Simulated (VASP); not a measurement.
# Ti (C2/c) in VASP: notebook, part 2 of 3

VASP 6.6.1.

**3. Single point, PBEsol (volume scaled by 1.04)**

File INCAR:

```
SYSTEM = Ti
ALGO     = Normal         ! electronic algorithm
EDIFF    = 1E-6           ! SCF threshold, eV
ENCUT    = 520            ! plane-wave cutoff, eV
GGA      = PS             ! functional
ISIF     = 2              ! what is computed and relaxed
ISMEAR   = -1             ! smearing method
LASPH    = .TRUE.         ! aspherical terms in the spheres
LCHARG   = .FALSE.        ! write CHGCAR
LREAL    = .FALSE.        ! projectors in reciprocal space
LWAVE    = .FALSE.        ! write WAVECAR
NBANDS   = 19             ! bands
NELM     = 60             ! most SCF steps
PREC     = Accurate       ! precision mode
SIGMA    = 0.1            ! smearing width, eV
```

File KPOINTS:

```
k-points
0
G
  16 16 8
  0 0 0
```

File POSCAR:

```
Ti
1.0
   -1.9778464234      1.6227836469      1.4479732526
    1.6227836469     -1.9778464234      1.4479732526
    3.5974466004      3.5974466004     -2.0982713779
Ti
2
Direct
    0.9584060301      0.0415939699      0.0000000000
    0.7915939699      0.2084060301      0.5000000000
```

Potentials or basis: VASP PAW PBE potentials, release 64 (Ti_sv).

Command:

```bash
$ cat potpaw_PBE.64/Ti_sv/POTCAR > POTCAR
$ mpirun -np 1 vasp_std > vasp.out
```

OUTCAR:

```text
SYSTEM = Ti
   EDIFF = 1E-6
   ENCUT = 520
   GGA = PS
   ISIF = 2
   ISMEAR = -1
   LASPH = .TRUE.
   LREAL = .FALSE.
   NELM = 60
   PREC = Accurate

 ion  position               nearest neighbor table
   1  0.958  0.042  0.000-   2 2.88   2 2.88   2 2.88   2 2.88   2 2.88   2 2.88
   2  0.792  0.208  0.500-   1 2.88   1 2.88   1 2.88   1 2.88   1 2.88   1 2.88

  Warning from LATTYP: Got some problem with cell dimensions!
  Tried to take original basis but could not verify dimensions!
  LATTYP: Found a base centered monoclinic cell.
 ALAT       =     2.9391572451
 B/A-ratio  =     1.7324897764
 C/A-ratio  =     1.5835448824
 COS(beta)  =    -0.0005500779

  Lattice vectors:

 A1 = (   1.9778464234,  -1.6227836469,  -1.4479732526)
 A2 = (  -1.6227836469,   1.9778464234,  -1.4479732526)
 A3 = (   3.2423838239,   3.2423838239,   0.7976751273)

Analysis of symmetry for initial positions (statically):
=====================================================================
 Subroutine PRICEL returns:
 Original cell was already a primitive cell.

 Routine SETGRP: Setting up the symmetry group for a
 base centered monoclinic supercell.

 Subroutine GETGRP returns: Found  4 space group operations
 (whereof  2 operations were pure point group operations)
 out of a pool of  4 trial point group operations.

The static configuration has the point symmetry C_2 .
 The point group associated with its full space group is C_2h.

Analysis of symmetry for dynamics (positions and initial velocities):
=====================================================================
 Subroutine PRICEL returns:
 Original cell was already a primitive cell.

 Routine SETGRP: Setting up the symmetry group for a
 base centered monoclinic supercell.

 Subroutine GETGRP returns: Found  4 space group operations
 (whereof  2 operations were pure point group operations)
 out of a pool of  4 trial point group operations.

The dynamic configuration has the point symmetry C_2 .
 The point group associated with its full space group is C_2h.

 Subroutine INISYM returns: Found  4 space group operations
 (whereof  2 operations are pure point group operations),
 and found     1 'primitive' translations

----------------------------------------------------------------------------------------

                                     Primitive cell

  volume of cell :      34.8289

  direct lattice vectors                    reciprocal lattice vectors
    -1.977846423  1.622783647  1.447973253    -0.030404309  0.247324861  0.371906184
     1.622783647 -1.977846423  1.447973253     0.247324861 -0.030404309  0.371906184
     3.597446600  3.597446600 -2.098271378     0.149692342  0.149692342  0.036706602

  length of vectors
     2.939715935  2.939715935  5.503270560     0.447669765  0.447669765  0.214855694

  position of ions in fractional coordinates (direct lattice)
     0.958406030  0.041593970  0.000000000
     0.791593970  0.208406030  0.500000000

  ion indices of the primitive-cell ions
   primitive index   ion index
                 1           1
                 2           2

----------------------------------------------------------------------------------------

 KPOINTS: k-points

Automatic generation of k-mesh.
 Grid dimensions read from file:
 generate k-points for:   16   16    8

 Generating k-lattice:

  Cartesian coordinates                     Fractional coordinates (reciprocal lattice)
    -0.001900269  0.015457804  0.023244136     0.062500000  0.000000000  0.000000000
     0.015457804 -0.001900269  0.023244136     0.000000000  0.062500000  0.000000000
     0.018711543  0.018711543  0.004588325     0.000000000  0.000000000  0.125000000

  Length of vectors
     0.027979360  0.027979360  0.026856962

  Shift w.r.t. Gamma in fractional coordinates (k-lattice)
     0.000000000  0.000000000  0.000000000

 Subroutine IBZKPT returns following result:
 ===========================================

 Found    554 irreducible k-points:

 Following reciprocal coordinates:
            Coordinates               Weight
  0.000000  0.000000  0.000000      1.000000
  0.062500 -0.000000  0.000000      4.000000
  0.125000 -0.000000  0.000000      4.000000
  0.187500 -0.000000 -0.000000      4.000000
  0.250000 -0.000000  0.000000      4.000000
  0.312500 -0.000000  0.000000      4.000000
[... 16 lines left out ...]
 -0.125000  0.062500  0.000000      4.000000
 -0.062500  0.062500  0.000000      2.000000
 [... further k-points ...]
   k-points           NKPTS =    554   k-points in BZ     NKDIM =    554   number of bands    NBANDS=     19
   number of dos      NEDOS =    301   number of ions     NIONS =      2
   total plane-waves  NPLWV =  24192
   dimension x,y,z NGX =    24 NGY =   24 NGZ =   42
   dimension x,y,z NGXF=    48 NGYF=   48 NGZF=   84
   ions per type =               2
   NGX,Y,Z   is equivalent  to a cutoff of  13.57, 13.57, 12.69 a.u.
   NGXF,Y,Z  is equivalent  to a cutoff of  27.14, 27.14, 25.38 a.u.
 SYSTEM =  Ti
   PREC   = accura    normal or accurate (medium, high low for compatibility)
   ISTART =      0    job   : 0-new  1-cont  2-samecut
   ICHARG =      2    charge: 1-file 2-atom 10-const
   ISPIN  =      1    spin polarized calculation?
   LNONCOLLINEAR =      F non collinear calculations
   LSORBIT =      F    spin-orbit coupling
   LASPH  =      T    aspherical Exc in radial PAW
   ENCUT  =  520.0 eV  38.22 Ry    6.18 a.u.   5.47  5.47 10.23*2*pi/ulx,y,z
   NELM   =     60;   NELMIN=  2; NELMDL= -5     # of ELM steps
   EDIFF  = 0.1E-05   stopping-criterion for ELM
   LREAL  =      F    real-space projection
   EDIFFG = 0.1E-04   stopping-criterion for IOM
   NSW    =      0    number of steps for IOM
   IBRION =     -1    ionic relax: 0-MD 1-quasi-New 2-CG
   NFREE  =      0    steps in history (QN), initial steepest desc. (CG)
   ISIF   =      2    stress and relaxation
   ISYM   =      2    0-nonsym 1-usesym 2-fastsym
   POTIM  = 0.5000    time-step for ionic-motion
   TEBEG  =    0.0;   TEEND  =   0.0 temperature during run
   PSTRESS=    0.0 pullay stress
   NELECT =      24.0000    total number of electrons
   NUPDOWN=      -1.0000    fix difference up-down
   EMIN   =  10.00;   EMAX   =-10.00  energy-range for DOS
   EFERMI =   0.00;   METHOD = LEGACY
   ISMEAR =    -1;   SIGMA  =   0.10  broadening in eV -4-tet -1-fermi 0-gaus
   EFERMI_NEDOS =   21; number of points for ismear=-14 and -15
   IALGO  =     38    algorithm
   IMIX   =      4    mixing-type and parameters
     AMIX     =   0.40;   BMIX     =  1.00
     AMIX_MAG =   1.60;   BMIX_MAG =  1.00
  volume/ion in A,a.u.               =      17.41       117.52
  Fermi-wavevector in a.u.,A,eV,Ry     =   1.445990  2.732526 28.448263  2.090888
  Thomas-Fermi vector in A             =   2.564110
   LORBIT       =      0    0 simple, 1 ext, 2 COOP (PROOUT), +10 PAW based schemes
   GGA     = PS    functional components
   LHFCALC =     F    Hartree Fock is set to
   AEXX    =    0.0000 exact exchange contribution
   IVDW    =     0    specifies the selected vdW correction
   LEPSILON=     F    determine dielectric tensor
   LRPA    =     F    only Hartree local field effects (RPA)
 non-spin polarized calculation
  energy-cutoff  :      520.00
  volume of cell :       34.83
 maximum number of plane-waves:       965
 NGX is ok and might be reduce to    24
   NGX = 11   NGY = 11   NGZ = 21

 number of electron      24.0000002 magnetization

 Free energy of the ion-electron system (eV)
  ---------------------------------------------------
  ext. energy  EPLUGINS =         0.00000000
  ---------------------------------------------------
  free energy    TOTEN  =       -16.69364424 eV

  energy without entropy =      -16.61580689  energy(sigma->0) =      -16.65472556

 E-fermi :   8.1586     XC(G=0): -11.6219

 val. band max:        8.1581010287   @ k =   0.3750   0.1875   0.1250
 cond. band min:       8.1586213112   @ k =  -0.1875   0.1875   0.2500
 fundamental gap:      0.0005202825
 Fermi energy:         8.1586176621

 k-point     1 :       0.0000    0.0000    0.0000
  band No.  band energies     occupation
      1     -48.4444      2.00000
      2     -48.3060      2.00000
      3     -25.1296      2.00000
      4     -24.4909      2.00000
      5     -24.4906      2.00000
      6     -24.4159      2.00000
[... 11 lines left out ...]
     18       9.8001      0.00000
     19      11.3371      0.00000
[... 489 lines left out ...]
      3     -25.1209      2.00000
      4     -24.5087      2.00000
      5     -24.4965      2.00000
      6     -24.4196      2.00000
[... 11 lines left out ...]
     18       9.7381      0.00000
     19      11.3689      0.00000

 [... further k-points ...]

------------------------ aborting loop because EDIFF is reached ----------------------------------------

  FORCE on cell =-STRESS in cart. coord.  units (eV):
  Direction    XX          YY          ZZ          XY          YZ          ZX
  --------------------------------------------------------------------------------------
  -------------------------------------------------------------------------------------
  Total       -0.9896913     -0.9896913     -0.9779162     -0.0122225     -0.0064018     -0.0064018
  in kB      -45.5271942    -45.5271942    -44.9855199     -0.5622534     -0.2944933     -0.2944934
  external PRESSURE =     -45.3466361 kB  Pullay stress =       0.0000000 kB

 VOLUME and BASIS-vectors are now :
 -----------------------------------------------------------------------------
  energy-cutoff  :      520.00
  volume of cell :       34.83
      direct lattice vectors                 reciprocal lattice vectors
    -1.977846423  1.622783647  1.447973253    -0.030404309  0.247324861  0.371906184
     1.622783647 -1.977846423  1.447973253     0.247324861 -0.030404309  0.371906184
     3.597446600  3.597446600 -2.098271378     0.149692342  0.149692342  0.036706602

 POSITION                                       TOTAL-FORCE (eV/Angst)
 -----------------------------------------------------------------------------------
     -1.82808      1.47302      1.44797         0.000457     -0.000457     -0.000000
      0.57127      2.67111      0.39884        -0.000457      0.000457      0.000000
 -----------------------------------------------------------------------------------
    total drift:                                0.000000     -0.000000     -0.000000

  FREE ENERGIE OF THE ION-ELECTRON SYSTEM (eV)
  ---------------------------------------------------
  free  energy   TOTEN  =       -16.6936442361 eV

  energy  without entropy=      -16.6158068901  energy(sigma->0) =      -16.65472556
```

Wall time 6.1 min (1 thread of Oxide Virtual Turin-like, shared host); peak memory 0.36 GiB.

What came out:

* Free energy: -16.6936 eV
* Pressure: -4.5 GPa
* Band gap on the k mesh: zero (band 12 reaches 8.95 eV, above the bottom of band 13 at 7.86 eV)

Stress tensor (GPa, compression positive):
```
-4.55 -0.06 -0.03
-0.06 -4.55 -0.03
-0.03 -0.03 -4.50
```

Caveat: the PAW data sets were made with another functional, which shifts forces and pressure a little.

**4. Single point, PBEsol (volume scaled by 1.08)**

File INCAR:

```
SYSTEM = Ti
PREC = Accurate ; ENCUT = 520
EDIFF = 1E-6 ; ISMEAR = -1
SIGMA = 0.1 ; LREAL = .False.
LASPH = .True. ; NELM = 100
ALGO = Normal ; ISIF = 2
LWAVE = .False. ; LCHARG = .False.
GGA = PS ; NBANDS = 19
```

File KPOINTS:

```
Automatic mesh
0
Gamma
  16 16 8
  0 0 0
```

File POSCAR:

```
Ti
1.0
   -2.0028851121      1.6433273930      1.4663039739
    1.6433273930     -2.0028851121      1.4663039739
    3.6429887338      3.6429887338     -2.1248345950
Ti
2
Direct
    0.9584060301      0.0415939699      0.0000000000
    0.7915939699      0.2084060301      0.5000000000
```

Potentials or basis: VASP PAW PBE potentials, release 64 (Ti_sv).

Command:

```bash
$ cat potpaw_PBE.64/Ti_sv/POTCAR > POTCAR
$ mpirun -np 1 vasp_std > vasp.out
```

OUTCAR:

```text
SYSTEM = Ti
   PREC = Accurate
   ENCUT = 520
   EDIFF = 1E-6
   ISMEAR = -1
   LREAL = .False.
   LASPH = .True.
   NELM = 100
   ISIF = 2
   GGA = PS

 ion  position               nearest neighbor table
   1  0.958  0.042  0.000-   2 2.92   2 2.92   2 2.92   2 2.92   2 2.92   2 2.92
   2  0.792  0.208  0.500-   1 2.92   1 2.92   1 2.92   1 2.92   1 2.92   1 2.92

  Warning from LATTYP: Got some problem with cell dimensions!
  Tried to take original basis but could not verify dimensions!
  LATTYP: Found a base centered monoclinic cell.
 ALAT       =     2.9763657172
 B/A-ratio  =     1.7324897765
 C/A-ratio  =     1.5835448824
 COS(beta)  =    -0.0005500779

  Lattice vectors:

 A1 = (   2.0028851121,  -1.6433273930,  -1.4663039739)
 A2 = (  -1.6433273930,   2.0028851121,  -1.4663039739)
 A3 = (   3.2834310147,   3.2834310147,   0.8077733528)

Analysis of symmetry for initial positions (statically):
=====================================================================
 Subroutine PRICEL returns:
 Original cell was already a primitive cell.

 Routine SETGRP: Setting up the symmetry group for a
 base centered monoclinic supercell.

 Subroutine GETGRP returns: Found  4 space group operations
 (whereof  2 operations were pure point group operations)
 out of a pool of  4 trial point group operations.

The static configuration has the point symmetry C_2 .
 The point group associated with its full space group is C_2h.

Analysis of symmetry for dynamics (positions and initial velocities):
=====================================================================
 Subroutine PRICEL returns:
 Original cell was already a primitive cell.

 Routine SETGRP: Setting up the symmetry group for a
 base centered monoclinic supercell.

 Subroutine GETGRP returns: Found  4 space group operations
 (whereof  2 operations were pure point group operations)
 out of a pool of  4 trial point group operations.

The dynamic configuration has the point symmetry C_2 .
[... 111 lines left out ...]
   NELECT =      24.0000    total number of electrons
   NUPDOWN=      -1.0000    fix difference up-down
   EMIN   =  10.00;   EMAX   =-10.00  energy-range for DOS
   EFERMI =   0.00;   METHOD = LEGACY
   ISMEAR =    -1;   SIGMA  =   0.10  broadening in eV -4-tet -1-fermi 0-gaus
   EFERMI_NEDOS =   21; number of points for ismear=-14 and -15
   IALGO  =     38    algorithm
   IMIX   =      4    mixing-type and parameters
     AMIX     =   0.40;   BMIX     =  1.00
     AMIX_MAG =   1.60;   BMIX_MAG =  1.00
  volume/ion in A,a.u.               =      18.08       122.04
  Fermi-wavevector in a.u.,A,eV,Ry     =   1.427914  2.698366 27.741428  2.038937
  Thomas-Fermi vector in A             =   2.548032
   LORBIT       =      0    0 simple, 1 ext, 2 COOP (PROOUT), +10 PAW based schemes
   GGA     = PS    functional components
   LHFCALC =     F    Hartree Fock is set to
   AEXX    =    0.0000 exact exchange contribution
   IVDW    =     0    specifies the selected vdW correction
   LEPSILON=     F    determine dielectric tensor
   LRPA    =     F    only Hartree local field effects (RPA)
 non-spin polarized calculation
  energy-cutoff  :      520.00
  volume of cell :       36.17
 maximum number of plane-waves:      1014
 NGX is ok and might be reduce to    24
   NGX = 11   NGY = 11   NGZ = 21

 number of electron      24.0000000 magnetization

 Free energy of the ion-electron system (eV)
  ---------------------------------------------------
  ext. energy  EPLUGINS =         0.00000000
  ---------------------------------------------------
  free energy    TOTEN  =       -16.64065803 eV

  energy without entropy =      -16.55909480  energy(sigma->0) =      -16.59987642

 E-fermi :   7.7679     XC(G=0): -11.4427

 val. band max:        7.7673694321   @ k =   0.3125   0.1875   0.1250
 cond. band min:       7.7682006187   @ k =   0.0000   0.0000   0.3750
 fundamental gap:      0.0008311866
 Fermi energy:         7.7678737176

 k-point     1 :       0.0000    0.0000    0.0000
  band No.  band energies     occupation
      1     -48.8994      2.00000
      2     -48.7808      2.00000
      3     -25.5434      2.00000
      4     -24.9757      2.00000
      5     -24.9753      2.00000
      6     -24.9123      2.00000
[... 505 lines left out ...]
      6     -24.9156      2.00000
[... 11 lines left out ...]
     18       9.2839      0.00000
     19      10.8320      0.00000

 [... further k-points ...]
[... 5 lines left out ...]
  --------------------------------------------------------------------------------------
  -------------------------------------------------------------------------------------
  Total       -1.8350244     -1.8350244     -1.8158277     -0.0200968     -0.0084465     -0.0084465
  in kB      -81.2872736    -81.2872736    -80.4369019     -0.8902400     -0.3741609     -0.3741606
  external PRESSURE =     -81.0038164 kB  Pullay stress =       0.0000000 kB

 VOLUME and BASIS-vectors are now :
 -----------------------------------------------------------------------------
  energy-cutoff  :      520.00
  volume of cell :       36.17
      direct lattice vectors                 reciprocal lattice vectors
    -2.002885112  1.643327393  1.466303974    -0.030024215  0.244232976  0.367256869
     1.643327393 -2.002885112  1.466303974     0.244232976 -0.030024215  0.367256869
     3.642988734  3.642988734 -2.124834595     0.147820991  0.147820991  0.036247722

 POSITION                                       TOTAL-FORCE (eV/Angst)
 -----------------------------------------------------------------------------------
     -1.85122      1.49167      1.46630         0.000391     -0.000391      0.000000
      0.57850      2.70493      0.40389        -0.000391      0.000391     -0.000000
 -----------------------------------------------------------------------------------
    total drift:                               -0.000000     -0.000000      0.000000

  FREE ENERGIE OF THE ION-ELECTRON SYSTEM (eV)
  ---------------------------------------------------
  free  energy   TOTEN  =       -16.6406580290 eV

  energy  without entropy=      -16.5590948042  energy(sigma->0) =      -16.59987642
```

It took 5.9 min on 1 thread of Oxide Virtual Turin-like, shared host; peak memory 0.37 GiB.

Results:

| Property | Result |
| --- | --- |
| Free energy | -16.6407 eV |
| Pressure | -8.1 GPa |
| Band gap on the k mesh | zero (band 12 reaches 8.54 eV, above the bottom of band 13 at 7.46 eV) |

Caveat: the PAW data sets were made with another functional, which shifts forces and pressure a little.

**5. Single point, PBEsol (volume scaled by 1.12)**

File INCAR:

```
SYSTEM = Ti
PREC = Accurate ; ENCUT = 520
EDIFF = 1E-7 ; ISMEAR = -1
SIGMA = 0.1 ; LREAL = .FALSE.
LASPH = .TRUE. ; NELM = 60
ALGO = Normal ; ISIF = 2
LWAVE = .FALSE. ; LCHARG = .FALSE.
GGA = PS ; NBANDS = 19
```

File KPOINTS:

```
regular mesh
0
G
  16 16 8
  0 0 0
```

File POSCAR:

```
Ti
1.0
   -2.0273129478      1.6633699462      1.4841874922
    1.6633699462     -2.0273129478      1.4841874922
    3.6874198046      3.6874198046     -2.1507497661
Ti
2
Direct
    0.9584060301      0.0415939699      0.0000000000
    0.7915939699      0.2084060301      0.5000000000
```

Command:

```bash
$ cat potpaw_PBE.64/Ti_sv/POTCAR > POTCAR
$ mpirun -np 1 vasp_std > vasp.out
```

It took 5.9 min on 1 thread of Oxide Virtual Turin-like, shared host; peak memory 0.38 GiB.

It converged, with:

```yaml
Free_energy: -16.5605 eV
Pressure: -11.1 GPa
Band_gap_on_the_k_mesh: zero (band 12 reaches 8.15 eV, above the bottom of band 13 at 7.08 eV)
```

Stress tensor (GPa, compression positive):
```
-11.10  -0.11  -0.04
 -0.11 -11.10  -0.04
 -0.04  -0.04 -10.99
```

Levels at points of the mesh, in eV from the Fermi level:
```csv
k point,band 8,band 9,band 10,band 11,band 12,band 13,band 14,band 15,band 16,band 17
"(0.00, 0.00, 0.00)",-32.75,-6.00,-2.49,0.63,0.75,0.75,0.86,1.20,1.20,1.51
"(0.50, 0.00, 0.00)",-32.88,-2.33,-2.33,-0.71,-0.70,1.17,1.17,1.61,1.61,3.19
"(0.50, 0.50, 0.00)",-32.81,-2.23,-1.93,-1.63,-0.66,0.48,0.58,1.10,3.06,3.27
"(0.00, 0.00, 0.50)",-32.79,-4.24,-4.24,0.12,0.12,0.66,0.66,0.66,0.66,2.57
"(0.50, 0.00, 0.50)",-32.81,-2.23,-1.93,-1.63,-0.65,0.48,0.59,1.10,3.06,3.27
"(0.50, 0.50, 0.50)",-32.88,-2.33,-2.33,-0.70,-0.70,1.17,1.17,1.61,1.61,3.19
```

Caveat: the PAW data sets were made with another functional, which shifts forces and pressure a little.

(Part 2 of 3 ends here.)
